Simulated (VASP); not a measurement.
# TiO2 (P4_2/mnm) in VASP: further runs, part 2 of 2

VASP 6.6.1. Earlier steps stand in the parts before.

## 5. Single point, PBE (11.79 Å³/atom)

This run uses another cell than the first one, of 11.79 Å³/atom.

Contents of INCAR:

```
  ALGO = Normal
  EDIFF = 1E-6
  ENCUT = 520
  GGA = PE
  ISIF = 2
  ISMEAR = 0
  LASPH = T
  LCHARG = T
  LELF = T
  LREAL = F
  LVHAR = T
  LWAVE = F
  NBANDS = 33
  NELM = 100
  PREC = Accurate
  SIGMA = 0.05
```

Contents of KPOINTS:

```
k-points
0
Gamma
  8 8 10
```

Contents of POSCAR:

```
TiO2
1.0
    4.8678935499      0.0000000000      0.0000000000
    0.0000000000      4.8678935499      0.0000000000
    0.0000000000      0.0000000000      2.9845055354
Ti O
2 4
Direct
    0.0000000000      0.0000000000      0.0000000000
    0.5000000000      0.5000000000      0.5000000000
    0.3050970583      0.3050970583      0.0000000000
    0.1949029417      0.8050970583      0.5000000000
    0.6949029417      0.6949029417      0.0000000000
    0.8050970583      0.1949029417      0.5000000000
```

Potentials or basis: VASP PAW PBE potentials, release 64 (Ti_sv, O).

Launch:

```bash
$ cat potpaw_PBE.64/Ti_sv/POTCAR potpaw_PBE.64/O/POTCAR > POTCAR
$ mpirun -np 1 vasp_std > vasp.out
```

OUTCAR:

```text
EDIFF = 1E-6
   ENCUT = 520
   GGA = PE
   ISIF = 2
   ISMEAR = 0
   LASPH = T
   LREAL = F
   NELM = 100
   PREC = Accurate

 ion  position               nearest neighbor table
   1  0.000  0.000  0.000-   4 2.01   6 2.01   4 2.01   6 2.01   5 2.10   3 2.10
   2  0.500  0.500  0.500-   3 2.01   5 2.01   3 2.01   5 2.01   4 2.10   6 2.10
   3  0.305  0.305  0.000-   2 2.01   2 2.01   1 2.10
   4  0.195  0.805  0.500-   1 2.01   1 2.01   2 2.10
   5  0.695  0.695  0.000-   2 2.01   2 2.01   1 2.10
   6  0.805  0.195  0.500-   1 2.01   1 2.01   2 2.10

  LATTYP: Found a simple tetragonal cell.
 ALAT       =     4.8678935499
 C/A-ratio  =     0.6131000000

  Lattice vectors:

 A1 = (   4.8678935499,   0.0000000000,   0.0000000000)
 A2 = (   0.0000000000,   4.8678935499,   0.0000000000)
 A3 = (   0.0000000000,   0.0000000000,   2.9845055354)

Analysis of symmetry for initial positions (statically):
=====================================================================
[... 182 lines left out ...]
 E-fermi :   3.6650     XC(G=0): -10.7416

 val. band max:        3.4430374166   @ k =   0.0000   0.0000   0.0000
 cond. band min:       5.1179474167   @ k =   0.0000   0.0000   0.0000
 fundamental gap:      1.6749100001
 Fermi energy:         3.6650087019

 k-point     1 :       0.0000    0.0000    0.0000
  band No.  band energies     occupation
      1     -53.6863      2.00000
      2     -53.6785      2.00000
      3     -29.8937      2.00000
      4     -29.8937      2.00000
      5     -29.8066      2.00000
      6     -29.8066      2.00000
[... 853 lines left out ...]
     32       8.3613      0.00000
     33       9.0331      0.00000

 [... further k-points ...]

------------------------ aborting loop because EDIFF is reached ----------------------------------------

  FORCE on cell =-STRESS in cart. coord.  units (eV):
  Direction    XX          YY          ZZ          XY          YZ          ZX
  --------------------------------------------------------------------------------------
  -------------------------------------------------------------------------------------
  Total       -7.8698302     -7.8698302     -6.2130940      0.0000000      0.0000000      0.0000000
  in kB     -178.2877113   -178.2877113   -140.7550453      0.0000000      0.0000000      0.0000000
  external PRESSURE =    -165.7768227 kB  Pullay stress =       0.0000000 kB

 VOLUME and BASIS-vectors are now :
 -----------------------------------------------------------------------------
  energy-cutoff  :      520.00
  volume of cell :       70.72
      direct lattice vectors                 reciprocal lattice vectors
     4.867893550  0.000000000  0.000000000     0.205427664  0.000000000  0.000000000
     0.000000000  4.867893550  0.000000000     0.000000000  0.205427664  0.000000000
     0.000000000  0.000000000  2.984505535     0.000000000  0.000000000  0.335063878

 POSITION                                       TOTAL-FORCE (eV/Angst)
 -----------------------------------------------------------------------------------
      0.00000      0.00000      0.00000         0.000000     -0.000000     -0.000000
      2.43395      2.43395      1.49225         0.000000     -0.000000     -0.000000
      1.48518      1.48518      0.00000         0.416600      0.416600      0.000000
      0.94877      3.91913      1.49225        -0.416600      0.416600     -0.000000
      3.38271      3.38271      0.00000        -0.416600     -0.416600     -0.000000
      3.91913      0.94877      1.49225         0.416600     -0.416600     -0.000000
 -----------------------------------------------------------------------------------
    total drift:                               -0.000000      0.000000     -0.000000

  FREE ENERGIE OF THE ION-ELECTRON SYSTEM (eV)
  ---------------------------------------------------
  free  energy   TOTEN  =       -53.2883233035 eV

  energy  without entropy=      -53.2883233035  energy(sigma->0) =      -53.28832330
```

OSZICAR:

```text
N       E                     dE             d eps       ncg     rms          rms(c)
DAV:   1     0.639455373720E+03    0.63946E+03   -0.24130E+04  5940   0.167E+03
DAV:   2     0.272439483360E+02   -0.61221E+03   -0.56880E+03  6471   0.500E+02
DAV:   3    -0.668408179377E+02   -0.94085E+02   -0.92152E+02  8146   0.186E+02
DAV:   4    -0.714505544578E+02   -0.46097E+01   -0.45975E+01  8756   0.399E+01
[... 10 lines left out ...]
DAV:  15    -0.532884171165E+02    0.96392E-03   -0.27742E-03  7066   0.309E-01    0.715E-02
DAV:  16    -0.532883410581E+02    0.76058E-04   -0.28899E-04  8140   0.135E-01    0.441E-02
DAV:  17    -0.532883247662E+02    0.16292E-04   -0.44789E-05  8637   0.487E-02    0.158E-02
DAV:  18    -0.532883235144E+02    0.12518E-05   -0.57362E-06  6007   0.145E-02    0.228E-03
DAV:  19    -0.532883233035E+02    0.21092E-06   -0.25469E-07  3411   0.400E-03
   1 F= -.53288323E+02 E0= -.53288323E+02  d E =-.220585E-12
```

It took 5.9 min on 1 thread of Intel Xeon 8259CL, shared host; peak memory 0.29 GiB.

What came out:

```
Free energy            : -53.2883 eV
Pressure               : -16.6 GPa
Largest force          : 0.589 eV/Å
Band gap on the k mesh : 1.67 eV
```

Forces in eV/Å, atoms in the order of the input:
```
Ti   0.000  0.000  0.000
Ti   0.000  0.000  0.000
O    0.417  0.417  0.000
O   -0.417  0.417  0.000
O   -0.417 -0.417  0.000
O    0.417 -0.417  0.000
```

Caveat: the cell stands under tension. A k mesh can miss the band edges.

## 6. Summary

| cell | gap on the mesh (eV) | pressure (GPa) | largest force (eV/Å) |
| --- | --- | --- | --- |
| a = 4.725, b = 4.725, c = 3.016 Å, 6 atoms | 1.71 | -10.0 | 0.23 |
| a = 5.000, b = 5.000, c = 2.829 Å, 6 atoms | 1.72 | -12.7 | 0.83 |
| a = 4.739, b = 4.739, c = 3.149 Å, 6 atoms | 1.52 | -19.0 | 0.28 |
| a = 4.868, b = 4.868, c = 2.985 Å, 6 atoms | 1.67 | -16.6 | 0.59 |

Alike in all rows: task single point; level PBE; potentials or basis VASP PAW PBE potentials, release 64 (Ti_sv, O); no spin polarisation; k mesh 8 × 8 × 10; cutoff (eV) 520; smearing gaussian 0.05 eV.

Caveats: the cell stands under tension.

Total energies depend on the potentials used, so only differences within one code and one set of settings carry meaning.
